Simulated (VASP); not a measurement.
# Pt (Fd-3m) in VASP: notebook, part 2 of 2

VASP 6.6.1. The steps go on from the part before.

## Step 5: Relaxation of cell and atoms, BLYP

This run uses another cell than the first one, of 20.38 Å³/atom, 0.766 times its volume.

INCAR reads:

```
PREC     = Accurate       # precision mode
ENCUT    = 600            # plane-wave cutoff, eV
EDIFF    = 1E-7           # SCF threshold, eV
ISMEAR   = -1             # smearing method
SIGMA    = 0.1            # smearing width, eV
LREAL    = F              # projectors in reciprocal space
LASPH    = T              # aspherical terms in the spheres
NELM     = 60             # most SCF steps
ALGO     = Normal         # electronic algorithm
ISIF     = 3              # what is computed and relaxed
LWAVE    = F              # write WAVECAR
LCHARG   = F              # write CHGCAR
GGA      = B5             # functional
ALDAX    = 1.0          
AGGAX    = 1.0          
AGGAC    = 1.0          
ALDAC    = 0.0          
IBRION   = 2              # ionic algorithm
NSW      = 80             # ionic steps
EDIFFG   = -0.01          # ionic threshold
```

KPOINTS reads:

```
Automatic mesh
0
Gamma
  10 10 10
```

POSCAR reads:

```
Pt
1.0
    0.0000000000      2.7314125730      2.7314125730
    2.7314125730      0.0000000000      2.7314125730
    2.7314125730      2.7314125730      0.0000000000
Pt
2
Direct
    0.1250000000      0.1250000000      0.1250000000
    0.8750000000      0.8750000000      0.8750000000
```

Potentials or basis: VASP PAW PBE potentials, release 64 (Pt).

Command:

```console
$ cat potpaw_PBE.64/Pt/POTCAR > POTCAR
$ mpirun -np 1 vasp_std > vasp.out
```

OUTCAR:

```text
PREC = Accurate
   ENCUT = 600
   EDIFF = 1E-7
   ISMEAR = -1
   LREAL = F
   LASPH = T
   NELM = 60
   ISIF = 3
   GGA = B5
   IBRION = 2
   NSW = 80
   EDIFFG = -0.01

 ion  position               nearest neighbor table
   1  0.125  0.125  0.125-   2 2.37   2 2.37   2 2.37   2 2.37
   2  0.875  0.875  0.875-   1 2.37   1 2.37   1 2.37   1 2.37

  LATTYP: Found a face centered cubic cell.
 ALAT       =     5.4628251460

  Lattice vectors:

 A1 = (   0.0000000000,   2.7314125730,   2.7314125730)
 A2 = (   2.7314125730,   0.0000000000,   2.7314125730)
 A3 = (   2.7314125730,   2.7314125730,   0.0000000000)

Analysis of symmetry for initial positions (statically):
=====================================================================
 Subroutine PRICEL returns:
 Original cell was already a primitive cell.

 Routine SETGRP: Setting up the symmetry group for a
 face centered cubic supercell.

 Subroutine GETGRP returns: Found 48 space group operations
 (whereof 12 operations were pure point group operations)
 out of a pool of 48 trial point group operations.

The static configuration has the point symmetry D_3d.
 The point group associated with its full space group is O_h .

Analysis of symmetry for dynamics (positions and initial velocities):
=====================================================================
 Subroutine PRICEL returns:
 Original cell was already a primitive cell.

 Routine SETGRP: Setting up the symmetry group for a
 face centered cubic supercell.

 Subroutine GETGRP returns: Found 48 space group operations
 (whereof 12 operations were pure point group operations)
 out of a pool of 48 trial point group operations.

The dynamic configuration has the point symmetry D_3d.
 The point group associated with its full space group is O_h .

 Subroutine INISYM returns: Found 48 space group operations
 (whereof 12 operations are pure point group operations),
 and found     1 'primitive' translations

----------------------------------------------------------------------------------------

                                     Primitive cell

  volume of cell :      40.7560

  direct lattice vectors                    reciprocal lattice vectors
     0.000000000  2.731412573  2.731412573    -0.183055465  0.183055465  0.183055465
     2.731412573  0.000000000  2.731412573     0.183055465 -0.183055465  0.183055465
     2.731412573  2.731412573  0.000000000     0.183055465  0.183055465 -0.183055465

  length of vectors
     3.862800705  3.862800705  3.862800705     0.317061367  0.317061367  0.317061367

  position of ions in fractional coordinates (direct lattice)
     0.125000000  0.125000000  0.125000000
     0.875000000  0.875000000  0.875000000

  ion indices of the primitive-cell ions
   primitive index   ion index
                 1           1
                 2           2

----------------------------------------------------------------------------------------

 KPOINTS: Automatic mesh

Automatic generation of k-mesh.
 Grid dimensions read from file:
 generate k-points for:   10   10   10

 Generating k-lattice:

  Cartesian coordinates                     Fractional coordinates (reciprocal lattice)
    -0.018305547  0.018305547  0.018305547     0.100000000  0.000000000  0.000000000
     0.018305547 -0.018305547  0.018305547     0.000000000  0.100000000  0.000000000
     0.018305547  0.018305547 -0.018305547     0.000000000  0.000000000  0.100000000

  Length of vectors
     0.031706137  0.031706137  0.031706137

  Shift w.r.t. Gamma in fractional coordinates (k-lattice)
     0.000000000  0.000000000  0.000000000

 Subroutine IBZKPT returns following result:
 ===========================================

 Found     47 irreducible k-points:

 Following reciprocal coordinates:
            Coordinates               Weight
  0.000000  0.000000  0.000000      1.000000
  0.100000  0.000000  0.000000      8.000000
  0.200000  0.000000  0.000000      8.000000
  0.300000  0.000000  0.000000      8.000000
  0.400000  0.000000  0.000000      8.000000
  0.500000  0.000000  0.000000      4.000000
[... 16 lines left out ...]
  0.300000  0.300000  0.000000      6.000000
  0.400000  0.300000  0.000000     24.000000
 [... further k-points ...]
   k-points           NKPTS =     47   k-points in BZ     NKDIM =     47   number of bands    NBANDS=     14
   number of dos      NEDOS =    301   number of ions     NIONS =      2
   total plane-waves  NPLWV =  32768
   dimension x,y,z NGX =    32 NGY =   32 NGZ =   32
   dimension x,y,z NGXF=    64 NGYF=   64 NGZF=   64
   ions per type =               2
   NGX,Y,Z   is equivalent  to a cutoff of  13.77, 13.77, 13.77 a.u.
   NGXF,Y,Z  is equivalent  to a cutoff of  27.54, 27.54, 27.54 a.u.
 SYSTEM =  unknown system
   PREC   = accura    normal or accurate (medium, high low for compatibility)
   ISTART =      0    job   : 0-new  1-cont  2-samecut
   ICHARG =      2    charge: 1-file 2-atom 10-const
   ISPIN  =      1    spin polarized calculation?
   LNONCOLLINEAR =      F non collinear calculations
   LSORBIT =      F    spin-orbit coupling
   LASPH  =      T    aspherical Exc in radial PAW
   ENCUT  =  600.0 eV  44.10 Ry    6.64 a.u.   7.71  7.71  7.71*2*pi/ulx,y,z
   NELM   =     60;   NELMIN=  2; NELMDL= -5     # of ELM steps
   EDIFF  = 0.1E-06   stopping-criterion for ELM
   LREAL  =      F    real-space projection
   EDIFFG = -.1E-01   stopping-criterion for IOM
   NSW    =     80    number of steps for IOM
   IBRION =      2    ionic relax: 0-MD 1-quasi-New 2-CG
   NFREE  =      1    steps in history (QN), initial steepest desc. (CG)
   ISIF   =      3    stress and relaxation
   ISYM   =      2    0-nonsym 1-usesym 2-fastsym
   POTIM  = 0.5000    time-step for ionic-motion
   TEBEG  =    0.0;   TEEND  =   0.0 temperature during run
   PSTRESS=    0.0 pullay stress
   NELECT =      20.0000    total number of electrons
   NUPDOWN=      -1.0000    fix difference up-down
   EMIN   =  10.00;   EMAX   =-10.00  energy-range for DOS
   EFERMI =   0.00;   METHOD = LEGACY
   ISMEAR =    -1;   SIGMA  =   0.10  broadening in eV -4-tet -1-fermi 0-gaus
   EFERMI_NEDOS =   21; number of points for ismear=-14 and -15
   IALGO  =     38    algorithm
   IMIX   =      4    mixing-type and parameters
     AMIX     =   0.40;   BMIX     =  1.00
     AMIX_MAG =   1.60;   BMIX_MAG =  1.00
  volume/ion in A,a.u.               =      20.38       137.52
  Fermi-wavevector in a.u.,A,eV,Ry     =   1.291281  2.440168 22.686455  1.667407
  Thomas-Fermi vector in A             =   2.423061
   LORBIT       =      0    0 simple, 1 ext, 2 COOP (PROOUT), +10 PAW based schemes
   GGA     = B5    functional components
   LHFCALC =     F    Hartree Fock is set to
   AEXX    =    0.0000 exact exchange contribution
   IVDW    =     0    specifies the selected vdW correction
   LEPSILON=     F    determine dielectric tensor
   LRPA    =     F    only Hartree local field effects (RPA)
 conjugate gradient relaxation of ions
 non-spin polarized calculation
  energy-cutoff  :      600.00
  volume of cell :       40.76
 maximum number of plane-waves:      1380
   NGX = 15   NGY = 15   NGZ = 15

--------------------------------------- Ionic step        1  -------------------------------------------

 number of electron      20.0000001 magnetization

 Free energy of the ion-electron system (eV)
  ---------------------------------------------------
  ext. energy  EPLUGINS =         0.00000000
  ---------------------------------------------------
  free energy    TOTEN  =        -7.75353949 eV

  energy without entropy =       -7.63331875  energy(sigma->0) =       -7.69342912

 E-fermi :   7.8935     XC(G=0): -10.7000

 val. band max:        7.8744537042   @ k =  -0.4000   0.3000   0.0000
 cond. band min:       7.9229615825   @ k =  -0.4000   0.4000   0.1000
 fundamental gap:      0.0485078782
 Fermi energy:         7.8934531166

 k-point     1 :       0.0000    0.0000    0.0000
  band No.  band energies     occupation
      1      -0.3718      2.00000
      2       2.1770      2.00000
      3       2.1770      2.00000
      4       2.5458      2.00000
      5       2.5458      2.00000
      6       2.5458      2.00000
      7       5.4971      2.00000
      8       5.4971      2.00000
      9       5.4971      2.00000
     10       7.8527      1.20095
     11       7.8527      1.20095
     12      19.2379      0.00000
     13      19.2660      0.00000
     14      20.7390      0.00000
[... 532 lines left out ...]
  energy  without entropy=       -8.6246279057  energy(sigma->0) =       -8.70992252

--------------------------------------- Ionic step        5  -------------------------------------------

 number of electron      19.9999999 magnetization

 Free energy of the ion-electron system (eV)
  ---------------------------------------------------
  ext. energy  EPLUGINS =         0.00000000
  ---------------------------------------------------
  free energy    TOTEN  =        -8.79726219 eV

  energy without entropy =       -8.62918517  energy(sigma->0) =       -8.71322368

 E-fermi :   4.7699     XC(G=0):  -9.5084

 val. band max:        4.7543337988   @ k =  -0.1000   0.1000   0.0000
 cond. band min:       4.7880048734   @ k =   0.5000   0.2000   0.1000
 fundamental gap:      0.0336710746
 Fermi energy:         4.7698816065

 k-point     1 :       0.0000    0.0000    0.0000
  band No.  band energies     occupation
      1      -1.6855      2.00000
      2       0.7486      2.00000
      3       0.7486      2.00000
      4       0.8682      2.00000
      5       0.8682      2.00000
      6       0.8682      2.00000
      7       3.1062      2.00000
      8       3.1062      2.00000
      9       3.1062      2.00000
     10       4.6660      1.47724
     11       4.6660      1.47724
     12      14.8372      0.00000
     13      15.5780      0.00000
     14      15.8353      0.00000
[... 420 lines left out ...]
  FREE ENERGIE OF THE ION-ELECTRON SYSTEM (eV)
  ---------------------------------------------------
  free  energy   TOTEN  =        -8.7972621919 eV

  energy  without entropy=       -8.6291851694  energy(sigma->0) =       -8.71322368

 reached required accuracy - stopping structural energy minimisation
```

Run time: 87 s. Hardware: 1 thread of Intel Xeon 6975P-C (Granite Rapids), shared host; peak memory 0.21 GiB.

What came out:

```
Free energy                            : -8.7973 eV
Relaxed volume                         : 25.67 Å³/atom
Relaxed cell                           : a = 4.172 Å, b = 4.172 Å, c = 4.172 Å, α = 60.00°, β = 60.00°, γ = 60.00°
Space group after relaxing (to 0.05 Å) : Fd-3m (No. 227)
Energy gained by relaxing              : 521.9 meV/atom
Ionic steps                            : 5
Pressure after relaxing                : 0.0 GPa
Band gap on the k mesh                 : zero (band 10 reaches 4.92 eV, above the bottom of band 11 at 4.39 eV)
```

Step by step:
```
step  energy change (eV)  largest force (eV/Å)  pressure (GPa)  volume (Å³)
   1              0.0000                0.0000           40.07        40.76
   2              0.6131                0.0000          -12.06        78.81
   3             -1.0284                0.0000           -2.77        53.07
   4             -1.0417                0.0000           -1.06        51.97
   5             -1.0437                0.0000            0.04        51.34
```

Final structure:
```
Pt
1.0
     0.00000    2.94987    2.94987
     2.94987    0.00000    2.94987
     2.94987    2.94987    0.00000
Pt
2
Direct
  0.12500 0.12500 0.12500
  0.87500 0.87500 0.87500
```

Caveat: the volume moved by over 15 % at a fixed basis, so the end points are rough; the PAW data sets were made with another functional, which shifts forces and pressure a little; spin-orbit coupling is left out, which moves the levels of the heavy elements.

## Step 6: Overview

| task | cell | cutoff (eV) | gap on the mesh (eV) | pressure (GPa) |
| --- | --- | --- | --- | --- |
| single point | a = 4.221 Å, angles 60.0°, 2 atoms | 520 | none | -2.9 |
| single point | a = 4.275 Å, angles 60.0°, 2 atoms | 520 | none | -5.5 |
| single point | a = 4.327 Å, angles 60.0°, 2 atoms | 520 | none | -7.4 |
| relaxation of cell and atoms | relaxed from a = 3.863 Å, angles 60.0°, 2 atoms | 600 | none | 0.0 |

Alike in all rows: level BLYP; potentials or basis VASP PAW PBE potentials, release 64 (Pt); no spin polarisation; k mesh 10 × 10 × 10; smearing fermi-dirac 0.1 eV.

Caveats: the PAW data sets were made with another functional, which shifts forces and pressure a little; spin-orbit coupling is left out, which moves the levels of the heavy elements; the volume moved by over 15 % at a fixed basis, so the end points are rough (some runs).

Total energies depend on the potentials used, so only differences within one code and one set of settings carry meaning.
